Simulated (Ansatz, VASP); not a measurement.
## Ba: VASP beside Ansatz

```xyz
1
Lattice="-2.4436 2.4436 2.4436 2.4436 -2.4436 2.4436 2.4436 2.4436 -2.4436" Properties=species:S:1:pos:R:3 pbc="T T T"
Ba    0.0000    0.0000    0.0000
```

Alike in both runs: task single point; functional PBE; k mesh 15 × 15 × 15; occupations fermi-dirac, width 0.1 eV; no spin polarisation.

|  | VASP | Ansatz |
| --- | --- | --- |
| version | VASP 6.6.1 | Ansatz 0.2.0 |
| potentials or method | VASP PAW PBE potentials, release 64 (Ba_sv), cutoff 520 eV | plane waves (420 eV) with PAW, scalar-relativistic |
| valence electrons in the cell | 10 | 10 |

Ansatz gave:

```
pressure (GPa) : 0.8
```

Problem. What did VASP give for the same quantities?

Solution. Pressure (GPa): 0.9.

With one functional, cell and mesh, what is left measures potentials, basis and numerics.

Neither program's run includes spin-orbit coupling.
